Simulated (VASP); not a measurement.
# Na3Cl (P4/mmm) in VASP: notebook

Na3Cl is run at these levels: r2SCAN; tasks: single point.

All numbers are computed with VASP 6.6.1; they aren't measurements. Logs are shortened: lines on timing, memory, paths and dates and some standing lists are left out, and cuts for length are marked.

## Step 1: The cell of the first run

Symmetry: P4/mmm, No. 123, tetragonal system. Conventional cell: a = 3.510 Å, b = 3.510 Å, c = 9.550 Å, α = 90.00°, β = 90.00°, γ = 90.00°. Na (site symmetry 4/mmm) has 12 Na at 3.51 to 3.98 Å within 4.6 Å. Na (site symmetry 4mm) has 4 Cl at 2.99 Å and 5 Na at 3.33 to 3.51 Å within 3.9 Å. Cl (site symmetry 4/mmm) has 8 Na at 2.99 Å and 4 Cl at 3.51 Å within 3.9 Å.

## Step 2: Single point, r2SCAN

File POSCAR:

```
Na3Cl
1.0
    3.5095058729      0.0000000000      0.0000000000
    0.0000000000      3.5095058729      0.0000000000
    0.0000000000      0.0000000000      9.5497946453
Na Cl
3 1
Direct
    0.0000000000      0.0000000000      0.5000000000
    0.5000000000      0.5000000000      0.8256670200
    0.5000000000      0.5000000000      0.1743329800
    0.0000000000      0.0000000000      0.0000000000
```

File INCAR.step1:

```
ALGO = Normal ; EDIFF = 1E-4
ENCUT = 520 ; GGA = PE
ISMEAR = -1 ; LASPH = True
LCHARG = False ; LREAL = False
LWAVE = True ; NBANDS = 22
NELM = 60 ; PREC = Accurate
SIGMA = 0.1
```

File INCAR.step2:

```
ALGO = Normal ; EDIFF = 1E-6
ENCUT = 520 ; ISIF = 2
ISMEAR = -1 ; ISTART = 1
LASPH = True ; LCHARG = True
LELF = True ; LMIXTAU = True
LREAL = False ; LVHAR = True
LWAVE = False ; METAGGA = R2SCAN
NBANDS = 22 ; NELM = 60
PREC = Accurate ; SIGMA = 0.1
```

File KPOINTS:

```
k-points
0
Gamma
  7 7 3
```

Potentials or basis: VASP PAW PBE potentials, release 64 (Na_pv, Cl).

Launch:

```
> cat potpaw_PBE.64/Na_pv/POTCAR potpaw_PBE.64/Cl/POTCAR > POTCAR
> cp INCAR.step1 INCAR
> mpirun -np 1 vasp_std > vasp.out
> cp INCAR.step2 INCAR
> mpirun -np 1 vasp_std > vasp.out
```

OUTCAR:

```text
EDIFF = 1E-6
   ENCUT = 520
   ISIF = 2
   ISMEAR = -1
   ISTART = 1
   LASPH = True
   LREAL = False
   METAGGA = R2SCAN
   NELM = 60
   PREC = Accurate

 ion  position               nearest neighbor table
   1  0.000  0.000  0.500-
   2  0.500  0.500  0.826-
   3  0.500  0.500  0.174-
   4  0.000  0.000  0.000-

  LATTYP: Found a simple tetragonal cell.
 ALAT       =     3.5095058729
 C/A-ratio  =     2.7211222865

  Lattice vectors:

 A1 = (   3.5095058729,   0.0000000000,   0.0000000000)
 A2 = (   0.0000000000,   3.5095058729,   0.0000000000)
 A3 = (   0.0000000000,   0.0000000000,   9.5497946453)

Analysis of symmetry for initial positions (statically):
=====================================================================
 Subroutine PRICEL returns:
 Original cell was already a primitive cell.

 Routine SETGRP: Setting up the symmetry group for a
 simple tetragonal supercell.

 Subroutine GETGRP returns: Found 16 space group operations
 (whereof 16 operations were pure point group operations)
 out of a pool of 16 trial point group operations.

The static configuration has the point symmetry D_4h.

Analysis of symmetry for dynamics (positions and initial velocities):
=====================================================================
 Subroutine PRICEL returns:
 Original cell was already a primitive cell.

 Routine SETGRP: Setting up the symmetry group for a
 simple tetragonal supercell.

 Subroutine GETGRP returns: Found 16 space group operations
 (whereof 16 operations were pure point group operations)
 out of a pool of 16 trial point group operations.

The dynamic configuration has the point symmetry D_4h.

 Subroutine INISYM returns: Found 16 space group operations
 (whereof 16 operations are pure point group operations),
 and found     1 'primitive' translations

----------------------------------------------------------------------------------------

                                     Primitive cell

  volume of cell :     117.6213

  direct lattice vectors                    reciprocal lattice vectors
     3.509505873  0.000000000  0.000000000     0.284940398  0.000000000  0.000000000
     0.000000000  3.509505873  0.000000000     0.000000000  0.284940398  0.000000000
     0.000000000  0.000000000  9.549794645     0.000000000  0.000000000  0.104714294

  length of vectors
     3.509505873  3.509505873  9.549794645     0.284940398  0.284940398  0.104714294
[... 78 lines left out ...]
   ENCUT  =  520.0 eV  38.22 Ry    6.18 a.u.   6.53  6.53 17.76*2*pi/ulx,y,z
   NELM   =     60;   NELMIN=  2; NELMDL=  0     # of ELM steps
   EDIFF  = 0.1E-05   stopping-criterion for ELM
   LREAL  =      F    real-space projection
   EDIFFG = 0.1E-04   stopping-criterion for IOM
   NSW    =      0    number of steps for IOM
   IBRION =     -1    ionic relax: 0-MD 1-quasi-New 2-CG
   NFREE  =      0    steps in history (QN), initial steepest desc. (CG)
   ISIF   =      2    stress and relaxation
   ISYM   =      2    0-nonsym 1-usesym 2-fastsym
   POTIM  = 0.5000    time-step for ionic-motion
   TEBEG  =    0.0;   TEEND  =   0.0 temperature during run
   PSTRESS=    0.0 pullay stress
   NELECT =      28.0000    total number of electrons
   NUPDOWN=      -1.0000    fix difference up-down
   EMIN   =  10.00;   EMAX   =-10.00  energy-range for DOS
   EFERMI =   0.00;   METHOD = LEGACY
   ISMEAR =    -1;   SIGMA  =   0.10  broadening in eV -4-tet -1-fermi 0-gaus
   EFERMI_NEDOS =   21; number of points for ismear=-14 and -15
   IALGO  =     38    algorithm
   IMIX   =      4    mixing-type and parameters
     AMIX     =   0.40;   BMIX     =  1.00
     AMIX_MAG =   1.60;   BMIX_MAG =  1.00
  volume/ion in A,a.u.               =      29.41       198.44
  Fermi-wavevector in a.u.,A,eV,Ry     =   1.014609  1.917334 14.006274  1.029432
  Thomas-Fermi vector in A             =   2.147847
   LORBIT       =      0    0 simple, 1 ext, 2 COOP (PROOUT), +10 PAW based schemes
   METAGGA = R2SCAN    functional components
   LHFCALC =     F    Hartree Fock is set to
   AEXX    =    0.0000 exact exchange contribution
   IVDW    =     0    specifies the selected vdW correction
   LEPSILON=     F    determine dielectric tensor
   LRPA    =     F    only Hartree local field effects (RPA)
 non-spin polarized calculation
  energy-cutoff  :      520.00
  volume of cell :      117.62
 maximum number of plane-waves:      3220
 NGX is ok and might be reduce to    28
   NGX = 13   NGY = 13   NGZ = 35

 number of electron      27.9999970 magnetization

 Free energy of the ion-electron system (eV)
  ---------------------------------------------------
  ext. energy  EPLUGINS =         0.00000000
  ---------------------------------------------------
  free energy    TOTEN  =       -20.33767814 eV

  energy without entropy =      -20.29464972  energy(sigma->0) =      -20.31616393

 E-fermi :   1.7334     XC(G=0):  -7.5973

 val. band max:        1.6147345610   @ k =   0.4286   0.1429   0.3333
 cond. band min:       1.7727711048   @ k =   0.2857   0.1429   0.3333
 fundamental gap:      0.1580365438
 Fermi energy:         1.7334452943

 k-point     1 :       0.0000    0.0000    0.0000
  band No.  band energies     occupation
      1     -24.9150      2.00000
      2     -24.8991      2.00000
      3     -24.8991      2.00000
      4     -24.8961      2.00000
      5     -24.8961      2.00000
      6     -24.8838      2.00000
[... 489 lines left out ...]
     21       7.0329      0.00000
     22       7.5979      0.00000

------------------------ aborting loop because EDIFF is reached ----------------------------------------

  FORCE on cell =-STRESS in cart. coord.  units (eV):
  Direction    XX          YY          ZZ          XY          YZ          ZX
  --------------------------------------------------------------------------------------
  -------------------------------------------------------------------------------------
  Total       -0.0724258     -0.0724258     -0.1307349      0.0000000      0.0000000      0.0000000
  in kB       -0.9865477     -0.9865477     -1.7808041      0.0000000      0.0000000      0.0000000
  external PRESSURE =      -1.2512998 kB  Pullay stress =       0.0000000 kB

 VOLUME and BASIS-vectors are now :
 -----------------------------------------------------------------------------
  energy-cutoff  :      520.00
  volume of cell :      117.62
      direct lattice vectors                 reciprocal lattice vectors
     3.509505873  0.000000000  0.000000000     0.284940398  0.000000000  0.000000000
     0.000000000  3.509505873  0.000000000     0.000000000  0.284940398  0.000000000
     0.000000000  0.000000000  9.549794645     0.000000000  0.000000000  0.104714294

 POSITION                                       TOTAL-FORCE (eV/Angst)
 -----------------------------------------------------------------------------------
      0.00000      0.00000      4.77490         0.000000     -0.000000      0.000000
      1.75475      1.75475      7.88495         0.000000      0.000000      0.020988
      1.75475      1.75475      1.66484        -0.000000      0.000000     -0.020988
      0.00000      0.00000      0.00000         0.000000     -0.000000      0.000000
 -----------------------------------------------------------------------------------
    total drift:                                0.000000      0.000000      0.000000

  FREE ENERGIE OF THE ION-ELECTRON SYSTEM (eV)
  ---------------------------------------------------
  free  energy   TOTEN  =       -20.3376781368 eV

  energy  without entropy=      -20.2946497184  energy(sigma->0) =      -20.31616393
```

OUTCAR.step1:

```text
EDIFF = 1E-4
   ENCUT = 520
   GGA = PE
   ISMEAR = -1
   LASPH = True
   LREAL = False
[... 721 lines left out ...]
      1.75475      1.75475      7.88495        -0.000000      0.000000     -0.108202
      1.75475      1.75475      1.66484         0.000000      0.000000      0.108202
      0.00000      0.00000      0.00000         0.000000     -0.000000      0.000000
 -----------------------------------------------------------------------------------
    total drift:                                0.000000      0.000000      0.000000

  FREE ENERGIE OF THE ION-ELECTRON SYSTEM (eV)
  ---------------------------------------------------
  free  energy   TOTEN  =        -8.8824044980 eV

  energy  without entropy=       -8.8377287904  energy(sigma->0) =       -8.86006664
```

Run time: 5.5 min. Hardware: 1 thread of Intel Xeon Platinum 8259CL at 2.50GHz (Skylake/Cascade Lake), shared host; peak memory 0.24 GiB.

Results:

```yaml
Free_energy: -20.3377 eV
Pressure: -0.1 GPa
Largest_force: 0.021 eV/Å
Band_gap_on_the_k_mesh: zero (band 14 reaches 3.55 eV, above the bottom of band 15 at 0.46 eV)
```

Forces in eV/Å, atoms in the order of the input:
```
Na   0.000  0.000  0.000
Na   0.000  0.000  0.021
Na   0.000  0.000 -0.021
Cl   0.000  0.000  0.000
```

Stress tensor (GPa, compression positive):
```
-0.10  0.00  0.00
 0.00 -0.10  0.00
 0.00  0.00 -0.18
```

Caveat: the PAW data sets were made with another functional, which shifts forces and pressure a little.

(Continued in part 2 of 2.)
